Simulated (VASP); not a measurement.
The system is B3As2N.

```
N As B
1.0
     2.99099    0.00000    0.00000
    -1.49550    2.59027    0.00000
     0.00000    0.00000    7.32640
N As B
1 2 3
Direct
  0.00000 0.00000 0.00000
  0.33333 0.66667 0.33333
  0.66667 0.33333 0.66667
  0.33333 0.66667 0.08333
  0.66667 0.33333 0.41667
  0.00000 0.00000 0.75000
```

```yaml
Program: VASP 6.6.1
Task: relaxation of cell and atoms
Functional: PBE
Potentials_or_basis: VASP PAW PBE potentials, release 64 (N, As, B)
Cutoff: 600 eV
k_mesh: 12 × 12 × 4
Occupations: fermi-dirac, width 0.02 eV
Spin: no spin polarisation
```

At the start: pressure 53.8 GPa; volume 9.46 Å³/atom.

Problem. How do energy, volume and symmetry change on relaxing?

Solution. Over 16 steps the energy falls by 538.2 meV/atom and the volume is 11.39 Å³/atom (+20.4 %); space group P3m1 (No. 156, to 0.1 Å) before and after.

Step by step:
```csv
step,energy change (eV),largest force (eV/Å),pressure (GPa),volume (Å³)
1,0.0000,6.7708,53.76,56.76
2,-1.0537,3.2627,-23.67,87.04
3,-2.8137,2.0976,-5.24,70.80
4,-2.8204,2.0349,-3.84,70.16
5,-2.8210,2.0039,-3.12,69.85
6,-3.1882,0.9021,-1.93,69.34
7,-3.1891,0.9728,-1.75,69.31
8,-3.2176,0.5583,1.20,68.09
9,-3.2241,0.4118,0.22,68.45
10,-3.2272,0.2367,-0.54,68.52
11,-3.2284,0.0983,-0.29,68.49
12,-3.2290,0.0427,0.00,68.34
13,-3.2290,0.0269,-0.03,68.36
14,-3.2290,0.0078,0.03,68.33
15,-3.2290,0.0084,0.03,68.33
16,-3.2290,0.0037,-0.01,68.35
```

Final structure:
```yaml
crystal:
  lattice:
    - [3.19165, 0.00000, 0.00000]
    - [-1.59583, 2.76405, 0.00000]
    - [0.00000, 0.00000, 7.74721]
  atoms:
    - { symbol: N, position: [0.00000, 0.00000, 0.98889] }
    - { symbol: As, position: [0.33333, 0.66667, 0.32005] }
    - { symbol: As, position: [0.66667, 0.33333, 0.68315] }
    - { symbol: B, position: [0.33333, 0.66667, 0.05406] }
    - { symbol: B, position: [0.66667, 0.33333, 0.41703] }
    - { symbol: B, position: [0.00000, 0.00000, 0.78683] }
```

Caveat: the volume moved by over 15 % at a fixed basis, so the end points are rough.
